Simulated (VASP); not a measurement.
Runs of VASP 6.6.1 on SrCl2. The structure is that of space group Fm-3m (No. 225), or close to it. The cells are those of the table. 

| task | cell | gap on the mesh (eV) | pressure (GPa) |
| --- | --- | --- | --- |
| relaxation of cell and atoms | relaxed from a = 4.886 Å, angles 60.0°, 3 atoms | 5.23 | 0.0 |
| relaxation of shape and atoms at fixed volume | relaxed from a = 4.918 Å, angles 60.0°, 3 atoms | 5.17 | -0.6 |
| relaxation of shape and atoms at fixed volume | relaxed from a = 4.853 Å, angles 60.0°, 3 atoms | (a) | 1.0 |
| relaxation of shape and atoms at fixed volume | relaxed from a = 4.820 Å, angles 60.0°, 3 atoms | 5.30 | 1.9 |

Alike in all rows: level PBEsol; potentials or basis VASP PAW PBE potentials, release 64 (Sr_sv, Cl); no spin polarisation; k mesh 8 × 8 × 8; cutoff (eV) 600; smearing gaussian 0.05 eV.

Fill in the values left out.

(a) 5.32.

Caveats: the PAW data sets were made with another functional, which shifts forces and pressure a little; the relaxation stopped at its first step, so nothing moved (at least some runs).

A k mesh can miss the band edges, and the runs leave out spin-orbit coupling on Sr.
